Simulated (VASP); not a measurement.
W: single point with r2SCAN+rVV10

The system is W.

```xyz
1
Lattice="-1.5823 1.5823 1.5823 1.5823 -1.5823 1.5823 1.5823 1.5823 -1.5823" Properties=species:S:1:pos:R:3 pbc="T T T"
W     0.0000    0.0000    0.0000
```

```yaml
Program: VASP 6.6.1
Task: single point
Functional: r2SCAN
Dispersion: rVV10
Potentials_or_basis: VASP PAW PBE potentials, release 64 (W_sv)
Cutoff: 520 eV
k_mesh: 12 × 12 × 12
Occupations: fermi-dirac, width 0.05 eV
Spin: no spin polarisation
```

```yaml
Pressure: 1.2 GPa
Band_gap_on_the_k_mesh: zero (band 7 reaches 16.63 eV, above the bottom of band 8 at 10.00 eV)
```

Levels at points of the mesh, in eV from the Fermi level:
```tsv
k point	band 4	band 5	band 6	band 7	band 8	band 9	band 10	band 11
(0.00, 0.00, 0.00)	-38.83	-10.01	-1.15	-1.15	-1.15	2.70	2.70	15.38
(0.50, 0.00, 0.00)	-38.84	-6.44	-3.62	0.65	2.54	3.59	6.48	11.80
(0.50, 0.50, 0.50)	-39.79	-5.90	-5.90	5.48	5.48	5.48	8.67	8.67
```

It took 49 s on 1 thread of Intel Xeon 6975P-C (shared host), peak memory 0.19 GiB.

Caveat: the PAW data sets were made with another functional, which shifts forces and pressure a little; spin-orbit coupling is left out, which moves the levels of the heavy elements.
